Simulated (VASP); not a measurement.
Crystal: Rh.

```
Rh
1.0
     2.78454    0.00000    0.00000
    -1.39227    2.41148    0.00000
     0.00000    0.00000    4.51534
Rh
2
Direct
  0.33333 0.66667 0.25000
  0.66667 0.33333 0.75000
```

Base run:

* Program: VASP 6.6.1
* Functional: PBE
* Potentials or basis: VASP PAW PBE potentials, release 64 (Rh_pv)
* Cutoff: 520 eV
* k mesh: 11 × 11 × 6
* Occupations: fermi-dirac, width 0.05 eV
* Spin: no spin polarisation

Its results: band gap on the k mesh zero (band 15 reaches 10.79 eV, above the bottom of band 16 at 8.79 eV); pressure -15.2 GPa.

The run is repeated on the same cell with these changes: functional from PBE to LDA; potentials or basis from VASP PAW PBE potentials, release 64 (Rh_pv) to VASP PAW LDA potentials, release 64 (Rh_pv). What comes out?

Band gap on the k mesh zero (band 15 reaches 10.59 eV, above the bottom of band 16 at 8.57 eV); pressure -29.1 GPa.
